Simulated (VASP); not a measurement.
# Pd (P6_3/mmc) in VASP: further runs

Pd is run at these levels: PBEsol; tasks: single point.

All numbers are computed with VASP 6.6.1; they aren't measurements. Logs are shortened: lines on timing, memory, paths and dates and some standing lists are left out, and cuts for length are marked.

## Step 1: The cell of the first run

The structure is hexagonal, space group P6_3/mmc (No. 194). The conventional cell has a = 2.753 Å, b = 2.753 Å, c = 4.633 Å, α = 90.00°, β = 90.00°, γ = 120.00°. Pd (site symmetry -6m2) has 12 Pd at 2.75 to 2.81 Å within 3.6 Å.

## Step 2: Single point, PBEsol, collinear spin, antiferromagnetic start (volume scaled by 1.04)

INCAR reads:

```
SYSTEM = Pd
  PREC = Accurate
  ENCUT = 520
  EDIFF = 1E-7
  ISMEAR = -1
  SIGMA = 0.05
  LREAL = .FALSE.
  LASPH = .TRUE.
  NELM = 150
  ALGO = Normal
  ISIF = 2
  LWAVE = .FALSE.
  LCHARG = .FALSE.
  ISPIN = 2
  MAGMOM = 0.5 -0.5
  LORBIT = 11
  LMAXMIX = 4
  GGA = PS
  NBANDS = 21
```

KPOINTS reads:

```
Automatic mesh
0
G
  15 15 8
  0 0 0
```

POSCAR reads:

```
Pd
1.0
    2.7530502790      0.0000000000      0.0000000000
   -1.3765251395      2.3842114795      0.0000000000
    0.0000000000      0.0000000000      4.6329007899
Pd
2
Direct
    0.3333333333      0.6666666667      0.2500000000
    0.6666666667      0.3333333333      0.7500000000
```

Potentials or basis: VASP PAW PBE potentials, release 64 (Pd).

On the command line:

```bash
$ cat potpaw_PBE.64/Pd/POTCAR > POTCAR
$ mpirun -np 1 vasp_std > vasp.out
```

OUTCAR:

```text
SYSTEM = Pd
   PREC = Accurate
   ENCUT = 520
   EDIFF = 1E-7
   ISMEAR = -1
   LREAL = .FALSE.
   LASPH = .TRUE.
   NELM = 150
   ISIF = 2
   ISPIN = 2
   LORBIT = 11
   GGA = PS

 ion  position               nearest neighbor table
   1  0.333  0.667  0.250-   2 2.81   2 2.81   2 2.81   2 2.81   2 2.81   2 2.81
   2  0.667  0.333  0.750-   1 2.81   1 2.81   1 2.81   1 2.81   1 2.81   1 2.81

  LATTYP: Found a hexagonal cell.
 ALAT       =     2.7530502790
 C/A-ratio  =     1.6828246201

  Lattice vectors:

 A1 = (   2.7530502790,   0.0000000000,   0.0000000000)
 A2 = (  -1.3765251395,   2.3842114795,   0.0000000000)
 A3 = (   0.0000000000,   0.0000000000,   4.6329007899)

Analysis of symmetry for initial positions (statically):
=====================================================================
 Subroutine PRICEL returns:
 Original cell was already a primitive cell.

 Routine SETGRP: Setting up the symmetry group for a
 hexagonal supercell.

 Subroutine GETGRP returns: Found 24 space group operations
 (whereof 12 operations were pure point group operations)
 out of a pool of 24 trial point group operations.

The static configuration has the point symmetry D_3d.
 The point group associated with its full space group is D_6h.

Analysis of symmetry for dynamics (positions and initial velocities):
=====================================================================
 Subroutine PRICEL returns:
 Original cell was already a primitive cell.

 Routine SETGRP: Setting up the symmetry group for a
 hexagonal supercell.

 Subroutine GETGRP returns: Found 24 space group operations
 (whereof 12 operations were pure point group operations)
 out of a pool of 24 trial point group operations.

The dynamic configuration has the point symmetry D_3d.
 The point group associated with its full space group is D_6h.

Analysis of structural, dynamic, and magnetic symmetry:
=====================================================================
 Subroutine PRICEL returns:
 Original cell was already a primitive cell.

 Routine SETGRP: Setting up the symmetry group for a
 hexagonal supercell.

 Subroutine GETGRP returns: Found 24 space group operations
 (whereof 12 operations were pure point group operations)
 out of a pool of 24 trial point group operations.

The overall configuration has the point symmetry D_3d.
 The point group associated with its full space group is D_6h.

 Subroutine INISYM returns: Found 24 space group operations
 (whereof 12 operations are pure point group operations),
 and found     1 'primitive' translations

----------------------------------------------------------------------------------------

                                     Primitive cell

  volume of cell :      30.4097

  direct lattice vectors                    reciprocal lattice vectors
     2.753050279  0.000000000  0.000000000     0.363233468  0.209712940  0.000000000
    -1.376525139  2.384211479  0.000000000     0.000000000  0.419425881  0.000000000
     0.000000000  0.000000000  4.632900790     0.000000000  0.000000000  0.215847489

  length of vectors
     2.753050279  2.753050279  4.632900790     0.419425881  0.419425881  0.215847489

  position of ions in fractional coordinates (direct lattice)
     0.333333333  0.666666667  0.250000000
     0.666666667  0.333333333  0.750000000

  ion indices of the primitive-cell ions
   primitive index   ion index
                 1           1
                 2           2

----------------------------------------------------------------------------------------

 KPOINTS: Automatic mesh

Automatic generation of k-mesh.
 Grid dimensions read from file:
 generate k-points for:   15   15    8

 Generating k-lattice:

  Cartesian coordinates                     Fractional coordinates (reciprocal lattice)
     0.024215565  0.013980863  0.000000000     0.066666667  0.000000000  0.000000000
     0.000000000  0.027961725  0.000000000     0.000000000  0.066666667  0.000000000
     0.000000000  0.000000000  0.026980936     0.000000000  0.000000000  0.125000000

  Length of vectors
     0.027961725  0.027961725  0.026980936

  Shift w.r.t. Gamma in fractional coordinates (k-lattice)
     0.000000000  0.000000000  0.000000000

 Subroutine IBZKPT returns following result:
 ===========================================

 Found    135 irreducible k-points:

 Following reciprocal coordinates:
            Coordinates               Weight
  0.000000  0.000000  0.000000      1.000000
  0.066667 -0.000000  0.000000      6.000000
  0.133333 -0.000000  0.000000      6.000000
  0.200000 -0.000000  0.000000      6.000000
  0.266667 -0.000000  0.000000      6.000000
  0.333333 -0.000000  0.000000      6.000000
[... 16 lines left out ...]
  0.333333  0.200000  0.000000     12.000000
  0.400000  0.200000  0.000000      6.000000
 [... further k-points ...]
   k-points           NKPTS =    135   k-points in BZ     NKDIM =    135   number of bands    NBANDS=     21
   number of dos      NEDOS =    301   number of ions     NIONS =      2
   total plane-waves  NPLWV =  14400
   dimension x,y,z NGX =    20 NGY =   20 NGZ =   36
   dimension x,y,z NGXF=    40 NGYF=   40 NGZF=   72
   ions per type =               2
   NGX,Y,Z   is equivalent  to a cutoff of  12.08, 12.08, 12.92 a.u.
   NGXF,Y,Z  is equivalent  to a cutoff of  24.15, 24.15, 25.84 a.u.
 SYSTEM =  Pd
   PREC   = accura    normal or accurate (medium, high low for compatibility)
   ISTART =      0    job   : 0-new  1-cont  2-samecut
   ICHARG =      2    charge: 1-file 2-atom 10-const
   ISPIN  =      2    spin polarized calculation?
   LNONCOLLINEAR =      F non collinear calculations
   LSORBIT =      F    spin-orbit coupling
   LASPH  =      T    aspherical Exc in radial PAW
   ENCUT  =  520.0 eV  38.22 Ry    6.18 a.u.   5.12  5.12  8.61*2*pi/ulx,y,z
   NELM   =    150;   NELMIN=  2; NELMDL= -5     # of ELM steps
   EDIFF  = 0.1E-06   stopping-criterion for ELM
   LREAL  =      F    real-space projection
   EDIFFG = 0.1E-05   stopping-criterion for IOM
   NSW    =      0    number of steps for IOM
   IBRION =     -1    ionic relax: 0-MD 1-quasi-New 2-CG
   NFREE  =      0    steps in history (QN), initial steepest desc. (CG)
   ISIF   =      2    stress and relaxation
   ISYM   =      2    0-nonsym 1-usesym 2-fastsym
   POTIM  = 0.5000    time-step for ionic-motion
   TEBEG  =    0.0;   TEEND  =   0.0 temperature during run
   PSTRESS=    0.0 pullay stress
   NELECT =      20.0000    total number of electrons
   NUPDOWN=      -1.0000    fix difference up-down
   EMIN   =  10.00;   EMAX   =-10.00  energy-range for DOS
   EFERMI =   0.00;   METHOD = LEGACY
   ISMEAR =    -1;   SIGMA  =   0.05  broadening in eV -4-tet -1-fermi 0-gaus
   EFERMI_NEDOS =   21; number of points for ismear=-14 and -15
   IALGO  =     38    algorithm
   IMIX   =      4    mixing-type and parameters
     AMIX     =   0.40;   BMIX     =  1.00
     AMIX_MAG =   1.60;   BMIX_MAG =  1.00
  volume/ion in A,a.u.               =      15.20       102.61
  Fermi-wavevector in a.u.,A,eV,Ry     =   1.423686  2.690376 27.577398  2.026882
  Thomas-Fermi vector in A             =   2.544257
   LORBIT       =     11    0 simple, 1 ext, 2 COOP (PROOUT), +10 PAW based schemes
   GGA     = PS    functional components
   LHFCALC =     F    Hartree Fock is set to
   AEXX    =    0.0000 exact exchange contribution
   IVDW    =     0    specifies the selected vdW correction
   LEPSILON=     F    determine dielectric tensor
   LRPA    =     F    only Hartree local field effects (RPA)
 spin polarized calculation
  energy-cutoff  :      520.00
  volume of cell :       30.41
 maximum number of plane-waves:       835
   NGX = 11   NGY = 11   NGZ = 17

 number of electron      20.0000007 magnetization       0.0000000

 number of electron      20.0000007 magnetization      -0.0000000

 Free energy of the ion-electron system (eV)
  ---------------------------------------------------
  ext. energy  EPLUGINS =         0.00000000
  ---------------------------------------------------
  free energy    TOTEN  =       -11.84259862 eV

  energy without entropy =      -11.79917596  energy(sigma->0) =      -11.82088729

 E-fermi :   9.1209     XC(G=0): -13.1898

 val. band max:        9.1190829688   @ k =   0.4000   0.0667   0.1250
 cond. band min:       9.1211481937   @ k =   0.3333   0.1333   0.5000
 fundamental gap:      0.0020652248
 Fermi energy:         9.1209442681

 spin component 1

 k-point     1 :       0.0000    0.0000    0.0000
  band No.  band energies     occupation
      1       2.1100      1.00000
      2       3.9827      1.00000
      3       6.2316      1.00000
      4       6.4859      1.00000
      5       6.4859      1.00000
      6       6.8116      1.00000
[... 13 lines left out ...]
     20      33.3573      0.00000
     21      33.8647      0.00000
[... 529 lines left out ...]
 k-point    24 :       0.4000    0.2000    0.0000
  band No.  band energies     occupation
      1       4.7267      1.00000
      2       4.8284      1.00000
      3       5.1325      1.00000
      4       6.3275      1.00000
      5       6.4684      1.00000
      6       6.5560      1.00000
[... 13 lines left out ...]
     20      34.5566      0.00000
     21      35.2735      0.00000

 [... further k-points ...]

 spin component 2

 k-point     1 :       0.0000    0.0000    0.0000
  band No.  band energies     occupation
      1       2.1100      1.00000
      2       3.9827      1.00000
      3       6.2316      1.00000
      4       6.4859      1.00000
      5       6.4859      1.00000
      6       6.8116      1.00000
[... 13 lines left out ...]
     20      33.3573      0.00000
     21      33.8647      0.00000
[... 529 lines left out ...]
 k-point    24 :       0.4000    0.2000    0.0000
  band No.  band energies     occupation
      1       4.7267      1.00000
      2       4.8284      1.00000
      3       5.1325      1.00000
      4       6.3275      1.00000
      5       6.4684      1.00000
      6       6.5560      1.00000
[... 13 lines left out ...]
     20      34.5566      0.00000
     21      35.2770      0.00000

 [... further k-points ...]
[... 5 lines left out ...]
  --------------------------------------------------------------------------------------
  -------------------------------------------------------------------------------------
  Total       -1.3692748     -1.3692748     -1.4482119      0.0000000     -0.0000000      0.0000000
  in kB      -72.1421822    -72.1421822    -76.3010983      0.0000000     -0.0000000      0.0000000
  external PRESSURE =     -73.5284876 kB  Pullay stress =       0.0000000 kB

 VOLUME and BASIS-vectors are now :
 -----------------------------------------------------------------------------
  energy-cutoff  :      520.00
  volume of cell :       30.41
      direct lattice vectors                 reciprocal lattice vectors
     2.753050279  0.000000000  0.000000000     0.363233468  0.209712940  0.000000000
    -1.376525139  2.384211479  0.000000000     0.000000000  0.419425881  0.000000000
     0.000000000  0.000000000  4.632900790     0.000000000  0.000000000  0.215847489

 POSITION                                       TOTAL-FORCE (eV/Angst)
 -----------------------------------------------------------------------------------
     -0.00000      1.58947      1.15823         0.000000     -0.000000      0.000000
      1.37653      0.79474      3.47468        -0.000000      0.000000      0.000000
 -----------------------------------------------------------------------------------
    total drift:                               -0.000000      0.000000     -0.000000

  FREE ENERGIE OF THE ION-ELECTRON SYSTEM (eV)
  ---------------------------------------------------
  free  energy   TOTEN  =       -11.8425986180 eV

  energy  without entropy=      -11.7991759580  energy(sigma->0) =      -11.82088729

 total charge

# of ion       s       p       d       tot
------------------------------------------
    1        0.465   0.452   8.449   9.366
    2        0.465   0.452   8.449   9.366
--------------------------------------------------
tot          0.931   0.903  16.897  18.732

 magnetization (x)

# of ion       s       p       d       tot
------------------------------------------
    1        0.000   0.000   0.000   0.000
    2       -0.000  -0.000  -0.000  -0.000
--------------------------------------------------
tot          0.000   0.000   0.000   0.000
```

Wall time 6.2 min (1 thread of AMD EPYC 7R13, shared host); peak memory 0.21 GiB.

Results:

- Free energy: -11.8426 eV
- Pressure: -7.4 GPa
- Band gap on the k mesh: zero (filled and empty bands overlap)
- Net moment: 0.00 μB per cell
- Valence electrons inside the program's atomic spheres: Pd 9.37

Levels at points of the mesh, in eV from the Fermi level:
Spin up:
```
           k point  band 6  band 7  band 8  band 9  band 10  band 11  band 12  band 13  band 14  band 15
(0.00, 0.00, 0.00)   -2.31   -2.31   -1.55   -1.55    -0.22    -0.22     0.74     6.58    17.12    18.44
(0.00, 0.00, 0.50)   -2.66   -2.66   -2.66   -0.66    -0.66    -0.66    -0.66    13.57    13.57    17.60
```
Spin down:
```
           k point  band 6  band 7  band 8  band 9  band 10  band 11  band 12  band 13  band 14  band 15
(0.00, 0.00, 0.00)   -2.31   -2.31   -1.55   -1.55    -0.22    -0.22     0.74     6.58    17.12    18.44
(0.00, 0.00, 0.50)   -2.66   -2.66   -2.66   -0.66    -0.66    -0.66    -0.66    13.57    13.57    17.60
```

Caveat: the PAW data sets were made with another functional, which shifts forces and pressure a little.

(Continued in part 2 of 2.)
